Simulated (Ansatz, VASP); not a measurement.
# One calculation of Tl, two programs

File INCAR:

```
ALGO     = Normal         # electronic algorithm
EDIFF    = 1E-7           # SCF threshold, eV
ENCUT    = 520            # plane-wave cutoff, eV
GGA      = RE             # functional
ISIF     = 2              # what is computed and relaxed
ISMEAR   = -1             # smearing method
LASPH    = T              # aspherical terms in the spheres
LCHARG   = T              # write CHGCAR
LELF     = T              # ELF
LREAL    = F              # projectors in reciprocal space
LVHAR    = T            
LWAVE    = F              # write WAVECAR
NBANDS   = 12             # bands
NELM     = 60             # most SCF steps
PREC     = Accurate       # precision mode
SIGMA    = 0.1            # smearing width, eV
```

KPOINTS

```
k-points
0
Gamma
  12 12 12
```

File POSCAR:

```
Tl
1.0
   -1.9666746130      1.9666746130      1.9666746130
    1.9666746130     -1.9666746130      1.9666746130
    1.9666746130      1.9666746130     -1.9666746130
Tl
1
Direct
    0.0000000000      0.0000000000      0.0000000000
```

Input for Ansatz:

```yaml
crystal:
  lattice:
    - [-1.966674613, 1.966674613, 1.966674613]
    - [1.966674613, -1.966674613, 1.966674613]
    - [1.966674613, 1.966674613, -1.966674613]
  atoms:
    - { symbol: Tl, position: [0.0, 0.0, 0.0] }
hamiltonian:
  xc: revpbe
  pseudopotentials:
    kind: paw
    azcp:
      Tl: "pseudopotentials/Tl.paw.azcp"
basis:
  ecutwfc: 420
  fft_grid_basis: typed
kpoints:
  mp_grid: { grid: [12, 12, 12], shift: [0, 0, 0] }
magnetization:
  spin_polarized: false
scf:
  occupations: { method: fermi_dirac, width: 0.1 }
  lower_state_search: "off"
output:
  stress: true
```

Alike in both runs: task single point; functional revPBE; k mesh 12 × 12 × 12; occupations fermi-dirac, width 0.1 eV; no spin polarisation.

```csv
,VASP,Ansatz
version,VASP 6.6.1,Ansatz 0.2.0
potentials or method,"VASP PAW PBE potentials, release 64 (Tl_d), cutoff 520 eV","plane waves (420 eV) with PAW, scalar-relativistic"
valence electrons in the cell,13,13
```

```csv
,VASP,Ansatz,Ansatz less VASP
pressure (GPa),2.2,2.2,+0.06
```

VASP's potentials were made for PBE, not for revPBE. The functional is the same, so the differences come from potentials, cutoffs and numerics.

Neither program's run includes spin-orbit coupling.
